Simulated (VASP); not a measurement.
# Nb2PdSe5 (P31m) in VASP: further runs, part 2 of 2

VASP 6.6.1.

## (3) Single point, PBE (37.34 Å³/atom)

This run uses another cell than the first one, of 37.34 Å³/atom.

INCAR reads:

```
SYSTEM = Nb2PdSe5
PREC = Accurate
ENCUT = 500
EDIFF = 1E-6
ISMEAR = 0
SIGMA = 0.02
LREAL = .FALSE.
LASPH = .TRUE.
NELM = 120
ALGO = Normal
ISIF = 2
LWAVE = .FALSE.
LCHARG = .TRUE.
GGA = PE
LELF = .TRUE.
LVHAR = .TRUE.
NBANDS = 43
GGA_COMPAT = .FALSE.
```

KPOINTS reads:

```
Automatic mesh
0
G
  6 6 4
  0 0 0
```

POSCAR reads:

```
Nb2PdSe5
1.0
    6.9069608147      0.0000000000      0.0000000000
   -3.4534804074      5.9816035285      0.0000000000
    0.0000000000      0.0000000000      7.2302435451
Nb Pd Se
2 1 5
Direct
    0.3333333333      0.6666666667      0.7563779584
    0.6666666667      0.3333333333      0.7563779584
    0.0000000000      0.0000000000      0.7880932325
    0.3333333333      0.6666666667      0.4401530178
    0.6666666667      0.3333333333      0.4401530178
    0.3380304662      0.0000000000      0.8985216484
    0.0000000000      0.3380304662      0.8985216484
    0.6619695338      0.6619695338      0.8985216484
```

Potentials or basis: VASP PAW PBE potentials, release 64 (Nb_sv, Pd, Se).

The run is started by

```console
$ cat potpaw_PBE.64/Nb_sv/POTCAR potpaw_PBE.64/Pd/POTCAR potpaw_PBE.64/Se/POTCAR > POTCAR
$ mpirun -np 1 vasp_std > vasp.out
```

OUTCAR:

```text
SYSTEM = Nb2PdSe5
   PREC = Accurate
   ENCUT = 500
   EDIFF = 1E-6
   ISMEAR = 0
   LREAL = .FALSE.
   LASPH = .TRUE.
   NELM = 120
   ISIF = 2
   GGA = PE

 ion  position               nearest neighbor table
   1  0.333  0.667  0.756-   4 2.29   6 2.51   7 2.51   8 2.51
   2  0.667  0.333  0.756-   5 2.29   7 2.51   6 2.51   8 2.51
   3  0.000  0.000  0.788-   8 2.47   6 2.47   7 2.47
   4  0.333  0.667  0.440-   1 2.29
   5  0.667  0.333  0.440-   2 2.29
   6  0.338  0.000  0.899-   3 2.47   1 2.51   2 2.51
   7  0.000  0.338  0.899-   3 2.47   2 2.51   1 2.51
   8  0.662  0.662  0.899-   3 2.47   1 2.51   2 2.51

  LATTYP: Found a hexagonal cell.
 ALAT       =     6.9069608147
 C/A-ratio  =     1.0468053517

  Lattice vectors:

 A1 = (   6.9069608147,   0.0000000000,   0.0000000000)
 A2 = (  -3.4534804074,   5.9816035285,   0.0000000000)
 A3 = (   0.0000000000,   0.0000000000,   7.2302435451)

Analysis of symmetry for initial positions (statically):
=====================================================================
 Subroutine PRICEL returns:
 Original cell was already a primitive cell.

 Routine SETGRP: Setting up the symmetry group for a
 hexagonal supercell.

 Subroutine GETGRP returns: Found  6 space group operations
 (whereof  6 operations were pure point group operations)
 out of a pool of 24 trial point group operations.

The static configuration has the point symmetry C_3v.

Analysis of symmetry for dynamics (positions and initial velocities):
=====================================================================
 Subroutine PRICEL returns:
 Original cell was already a primitive cell.

 Routine SETGRP: Setting up the symmetry group for a
 hexagonal supercell.

 Subroutine GETGRP returns: Found  6 space group operations
 (whereof  6 operations were pure point group operations)
 out of a pool of 24 trial point group operations.

The dynamic configuration has the point symmetry C_3v.
[... 133 lines left out ...]
  Thomas-Fermi vector in A             =   2.121318
   LORBIT       =      0    0 simple, 1 ext, 2 COOP (PROOUT), +10 PAW based schemes
   GGA     = PE    functional components
   LHFCALC =     F    Hartree Fock is set to
   AEXX    =    0.0000 exact exchange contribution
   IVDW    =     0    specifies the selected vdW correction
   LEPSILON=     F    determine dielectric tensor
   LRPA    =     F    only Hartree local field effects (RPA)
 non-spin polarized calculation
 Gauss-broadening in eV      SIGMA  =   0.02
  energy-cutoff  :      500.00
  volume of cell :      298.72
 maximum number of plane-waves:      7611
   NGX = 25   NGY = 25   NGZ = 27

 number of electron      65.9999993 magnetization

 Free energy of the ion-electron system (eV)
  ---------------------------------------------------
  ext. energy  EPLUGINS =         0.00000000
  ---------------------------------------------------
  free energy    TOTEN  =       -45.95568017 eV

  energy without entropy =      -45.95568017  energy(sigma->0) =      -45.95568017

 E-fermi :   1.1960     XC(G=0):  -7.4006

 val. band max:        0.9389678684   @ k =   0.5000   0.0000   0.5000
 cond. band min:       1.6569328459   @ k =  -0.3333  -0.3333   0.2500
 fundamental gap:      0.7179649775
 Fermi energy:         1.1959590166

 k-point     1 :       0.0000    0.0000    0.0000
  band No.  band energies     occupation
      1     -54.3746      2.00000
      2     -54.3720      2.00000
      3     -30.5059      2.00000
      4     -30.5059      2.00000
      5     -30.4715      2.00000
      6     -30.4715      2.00000
[... 1093 lines left out ...]
     42       3.9949      0.00000
     43       4.5180      0.00000

------------------------ aborting loop because EDIFF is reached ----------------------------------------

  FORCE on cell =-STRESS in cart. coord.  units (eV):
  Direction    XX          YY          ZZ          XY          YZ          ZX
  --------------------------------------------------------------------------------------
  -------------------------------------------------------------------------------------
  Total       -0.2549372     -0.2549372     -0.1175484      0.0000000      0.0000000     -0.0000000
  in kB       -1.3673707     -1.3673707     -0.6304778      0.0000000      0.0000000     -0.0000000
  external PRESSURE =      -1.1217397 kB  Pullay stress =       0.0000000 kB

 VOLUME and BASIS-vectors are now :
 -----------------------------------------------------------------------------
  energy-cutoff  :      500.00
  volume of cell :      298.72
      direct lattice vectors                 reciprocal lattice vectors
     6.906960815  0.000000000  0.000000000     0.144781479  0.083589626  0.000000000
    -3.453480407  5.981603528  0.000000000     0.000000000  0.167179251  0.000000000
     0.000000000  0.000000000  7.230243545     0.000000000  0.000000000  0.138307927

 POSITION                                       TOTAL-FORCE (eV/Angst)
 -----------------------------------------------------------------------------------
     -0.00000      3.98774      5.46880         0.000000     -0.000000      0.008243
      3.45348      1.99387      5.46880         0.000000     -0.000000      0.008243
      0.00000      0.00000      5.69811         0.000000     -0.000000     -0.012366
     -0.00000      3.98774      3.18241         0.000000     -0.000000     -0.003807
      3.45348      1.99387      3.18241         0.000000     -0.000000     -0.003807
      2.33476      0.00000      6.49653         0.011626     -0.000000      0.001165
     -1.16738      2.02196      6.49653        -0.005813      0.010069      0.001165
      2.28610      3.95964      6.49653        -0.005813     -0.010069      0.001165
 -----------------------------------------------------------------------------------
    total drift:                                0.000003      0.000006      0.001398

  FREE ENERGIE OF THE ION-ELECTRON SYSTEM (eV)
  ---------------------------------------------------
  free  energy   TOTEN  =       -45.9556801667 eV

  energy  without entropy=      -45.9556801667  energy(sigma->0) =      -45.95568017
```

OSZICAR:

```text
N       E                     dE             d eps       ncg     rms          rms(c)
DAV:   1     0.516680590573E+03    0.51668E+03   -0.29410E+04  2216   0.128E+03
DAV:   2     0.455735424018E+01   -0.51212E+03   -0.49157E+03  2722   0.364E+02
DAV:   3    -0.455646896896E+02   -0.50122E+02   -0.49369E+02  3056   0.106E+02
DAV:   4    -0.496264175037E+02   -0.40617E+01   -0.40393E+01  3600   0.300E+01
DAV:   5    -0.497706036593E+02   -0.14419E+00   -0.14404E+00  3141   0.391E+00    0.142E+01
DAV:   6    -0.490306469257E+02    0.73996E+00   -0.29221E+01  3720   0.250E+01    0.144E+01
DAV:   7    -0.465519619848E+02    0.24787E+01   -0.16855E+01  3518   0.245E+01    0.784E+00
DAV:   8    -0.460492823915E+02    0.50268E+00   -0.20465E+00  2389   0.101E+01    0.391E+00
DAV:   9    -0.459677162535E+02    0.81566E-01   -0.10620E+00  3192   0.614E+00    0.145E+00
DAV:  10    -0.459543530447E+02    0.13363E-01   -0.14019E-01  3060   0.233E+00    0.687E-01
DAV:  11    -0.459552912285E+02   -0.93818E-03   -0.13754E-02  3224   0.706E-01    0.263E-01
DAV:  12    -0.459556223828E+02   -0.33115E-03   -0.28901E-03  2777   0.368E-01    0.691E-02
DAV:  13    -0.459556558879E+02   -0.33505E-04   -0.26928E-04  2896   0.109E-01    0.304E-02
DAV:  14    -0.459556842009E+02   -0.28313E-04   -0.16316E-04  2338   0.682E-02    0.151E-02
DAV:  15    -0.459556825860E+02    0.16149E-05   -0.17854E-05  3352   0.208E-02    0.699E-03
DAV:  16    -0.459556810531E+02    0.15329E-05   -0.31069E-06  2013   0.104E-02    0.225E-03
DAV:  17    -0.459556801667E+02    0.88640E-06   -0.52947E-07  1584   0.541E-03
   1 F= -.45955680E+02 E0= -.45955680E+02  d E =-.461703E-75
```

stdout:

```text
POSCAR found type information on POSCAR NbPdSe
 POSCAR found :  3 types and       8 ions
 scaLAPACK will be used
 LDA part: xc-table for (Slater+PW92), standard interpolation
 POSCAR, INCAR and KPOINTS ok, starting setup
 FFT: planning ... GRIDC
 FFT: planning ... GRID_SOFT
 FFT: planning ... GRID
 WAVECAR not read
 entering main loop
```

Run time: 8.9 min. Hardware: 1 thread of Oxide Virtual Turin-like, shared host; peak memory 0.5 GiB.

Results:

```yaml
Free_energy: -45.9557 eV
Pressure: -0.1 GPa
Largest_force: 0.012 eV/Å
Band_gap_on_the_k_mesh: 0.72 eV (least direct gap 0.82 eV)
```

Forces on the atoms (eV/Å):
```
Nb   0.000  0.000  0.008
Nb   0.000  0.000  0.008
Pd   0.000  0.000 -0.012
Se   0.000  0.000 -0.004
Se   0.000  0.000 -0.004
Se   0.012  0.000  0.001
Se  -0.006  0.010  0.001
Se  -0.006 -0.010  0.001
```

A k mesh can miss the band edges.
